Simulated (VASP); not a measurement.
Write the native input for VASP 6.6.1 that does the following.

* Task: single point
* Functional: r2SCAN
* Potentials or basis: VASP PAW PBE potentials, release 64 (Ca_sv, O_h)
* Cutoff: 1480 eV
* k mesh: 8 × 8 × 8
* Occupations: gaussian, width 0.05 eV
* Spin: no spin polarisation
* Dipole correction: no
* Further INCAR settings: ALGO = Normal; EDIFF = 1e-06; NBANDS = 15

CaO:

```xyz
2
Lattice="2.9029 0.0000 0.0000 0.0000 2.9029 0.0000 0.0000 0.0000 2.9029" Properties=species:S:1:pos:R:3 pbc="T T T"
Ca    0.0000    0.0000    0.0000
O     1.4515    1.4515    1.4515
```

These files were run (other wordings do the same):

POSCAR

```
CaO
1.0
    2.9029088165      0.0000000000      0.0000000000
    0.0000000000      2.9029088165      0.0000000000
    0.0000000000      0.0000000000      2.9029088165
Ca O
1 1
Direct
    0.0000000000      0.0000000000      0.0000000000
    0.5000000000      0.5000000000      0.5000000000
```

INCAR.step1

```
SYSTEM = CaO
PREC = Accurate
ENCUT = 1480
ISMEAR = 0
SIGMA = 0.05
LREAL = .FALSE.
LASPH = .TRUE.
NELM = 120
NBANDS = 15
GGA = PE
ALGO = Normal
EDIFF = 1E-5
LWAVE = .TRUE.
LCHARG = .FALSE.
GGA_COMPAT = .FALSE.
```

INCAR.step2

```
SYSTEM = CaO
PREC = Accurate
ENCUT = 1480
EDIFF = 1E-6
ISMEAR = 0
SIGMA = 0.05
LREAL = .FALSE.
LASPH = .TRUE.
NELM = 120
ALGO = Normal
ISIF = 2
LWAVE = .FALSE.
LCHARG = .FALSE.
METAGGA = R2SCAN
LMIXTAU = .TRUE.
NBANDS = 15
ISTART = 1
GGA_COMPAT = .FALSE.
```

KPOINTS

```
Automatic mesh
0
G
  8 8 8
  0 0 0
```

Potentials or basis: VASP PAW PBE potentials, release 64 (Ca_sv, O_h).

Command:

```sh
$ cat potpaw_PBE.64/Ca_sv/POTCAR potpaw_PBE.64/O_h/POTCAR > POTCAR
$ cp INCAR.step1 INCAR
$ mpirun -np 1 vasp_std > vasp.out
$ cp INCAR.step2 INCAR
$ mpirun -np 1 vasp_std > vasp.out
```

Results of the run:

```json
{
 "Pressure": "1.1 GPa",
 "Band gap on the k mesh": "3.28 eV (least direct gap 3.58 eV)"
}
```

Caveat: the PAW data sets were made with another functional, which shifts forces and pressure a little.

Run time: 100 s on 1 thread of AMD EPYC 9R45 96-Core Processor (Zen 5), with other jobs on the host, peak memory 0.23 GiB.
